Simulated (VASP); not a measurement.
**C17O: single point with PBE+D3(BJ)**

C17O, a slab with vacuum:

```
C O
1.0
     4.92989    0.00000    0.00000
    -0.00815    4.41330    0.00000
     0.00000    0.00000   23.66503
C O
17 1
Direct
  0.37457 0.74054 0.16903
  0.87457 0.74054 0.16903
  0.12440 0.63660 0.19201
  0.62440 0.63660 0.19201
  0.12405 0.42910 0.23805
  0.62405 0.42910 0.23805
  0.37388 0.32516 0.26103
  0.87388 0.32516 0.26103
  0.37353 0.11265 0.30707
  0.87353 0.11265 0.30707
  0.12336 0.00729 0.32900
  0.62336 0.00729 0.32900
  0.12299 0.78105 0.37481
  0.62299 0.78105 0.37481
  0.37283 0.68268 0.39362
  0.87283 0.68268 0.39362
  0.62283 0.43268 0.57744
  0.62283 0.43268 0.52884
```

- Program: VASP 6.6.1
- Task: single point
- Functional: PBE
- Dispersion: D3(BJ)
- Potentials or basis: VASP PAW PBE potentials, release 64 (C, O)
- Cutoff: 520 eV
- k mesh: 6 × 6 × 1
- Occupations: gaussian, width 0.05 eV
- Spin: no spin polarisation

- Largest force: 2.961 eV/Å
- Band gap on the k mesh: zero (bands 37 and 38 overlap by 0.04 eV)
- Dispersion energy per atom: -0.108 eV

Forces on the atoms (eV/Å):
```
C   -0.004 -1.162  1.521
C    0.004 -1.162  1.521
C   -0.003  1.856 -2.295
C   -0.003  1.863 -2.302
C    0.003 -0.844  0.994
C    0.003 -0.846  0.994
C    0.001  0.159 -0.218
C   -0.001  0.159 -0.218
C   -0.009 -0.029  0.011
C    0.013 -0.029  0.011
C    0.002  0.045 -0.044
C    0.002  0.032 -0.029
C   -0.009  0.012  0.002
C   -0.009 -0.067  0.092
C   -0.038  0.006  0.005
C    0.045  0.006  0.005
C    0.004  0.004 -0.741
O    0.000 -0.003  0.692
```

Levels at points of the mesh, in eV from the Fermi level:
```
           k point  band 33  band 34  band 35  band 36  band 37  band 38  band 39  band 40  band 41  band 42
(0.00, 0.00, 0.00)    -2.10    -1.71    -0.56    -0.31    -0.09     0.28     0.56     1.06     1.80     2.15
(0.50, 0.00, 0.00)    -3.44    -1.84    -1.84    -0.17    -0.16    -0.01    -0.01     2.63     2.63     3.18
(0.00, 0.50, 0.00)    -2.27    -1.89    -0.54    -0.31    -0.02     0.37     0.43     1.00     2.55     3.01
(0.50, 0.50, 0.00)    -2.56    -0.99    -0.99    -0.11    -0.10     0.02     0.03     2.24     2.24     3.21
```

Run time: 20 min on 1 thread of Intel(R) Xeon(R) Platinum 8488C (Sapphire Rapids) (shared host), peak memory 0.73 GiB.
